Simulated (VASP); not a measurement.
Crystal: Be4B2Se.

```
Be B Se
1.0
     3.87717    0.00000    0.00000
    -1.93859    3.35773    0.00000
     0.00000    0.00000    6.76227
Be B Se
4 2 1
Direct
  0.50000 0.00000 0.00000
  0.00000 0.50000 0.00000
  0.50000 0.50000 0.00000
  0.00000 0.00000 0.00000
  0.00000 0.00000 0.78468
  0.00000 0.00000 0.21532
  0.00000 0.00000 0.50000
```

| Property | Result |
| --- | --- |
| Program | VASP 6.6.1 |
| Task | relaxation of cell and atoms |
| Functional | PBE |
| Potentials or basis | VASP PAW PBE potentials, release 64 (Be, B, Se) |
| Cutoff | 600 eV |
| k mesh | 6 × 6 × 4 |
| Occupations | gaussian, width 0.1 eV |
| Spin | no spin polarisation |

At the start: pressure 13.3 GPa; volume 12.58 Å³/atom.

Q: Where does the relaxation end?

A: Over 8 steps the energy falls by 201.3 meV/atom and the volume is 15.16 Å³/atom (+20.6 %); space group P6/mmm (No. 191, to 0.05 Å).

Step by step:
```csv
step,energy change (eV),largest force (eV/Å),pressure (GPa),volume (Å³)
1,0.0000,6.2590,13.27,88.03
2,-0.2274,5.8813,6.15,101.97
3,-1.0842,1.0523,6.49,94.60
4,-1.0857,0.8957,6.57,94.41
5,-1.3870,0.2018,1.49,102.96
6,-1.4085,0.0905,-0.28,106.94
7,-1.4092,0.0531,-0.07,106.40
8,-1.4091,0.0358,0.04,106.15
```

Final structure:
```cif
data_structure
_symmetry_space_group_name_H-M 'P 1'
_symmetry_Int_Tables_number 1
_cell_length_a 4.1794
_cell_length_b 4.1794
_cell_length_c 7.0171
_cell_angle_alpha 90.000
_cell_angle_beta 90.000
_cell_angle_gamma 120.000
_cell_volume 106.15
loop_
_atom_site_label
_atom_site_type_symbol
_atom_site_fract_x
_atom_site_fract_y
_atom_site_fract_z
_atom_site_occupancy
Be1 Be 0.50000 0.00000 0.00000 1
Be2 Be 0.00000 0.50000 0.00000 1
Be3 Be 0.50000 0.50000 0.00000 1
Be4 Be 0.00000 0.00000 0.00000 1
B1 B 0.00000 0.00000 0.76329 1
B2 B 0.00000 0.00000 0.23671 1
Se1 Se 0.00000 0.00000 0.50000 1
```

Caveat: the volume moved by over 15 % at a fixed basis, so the end points are rough.
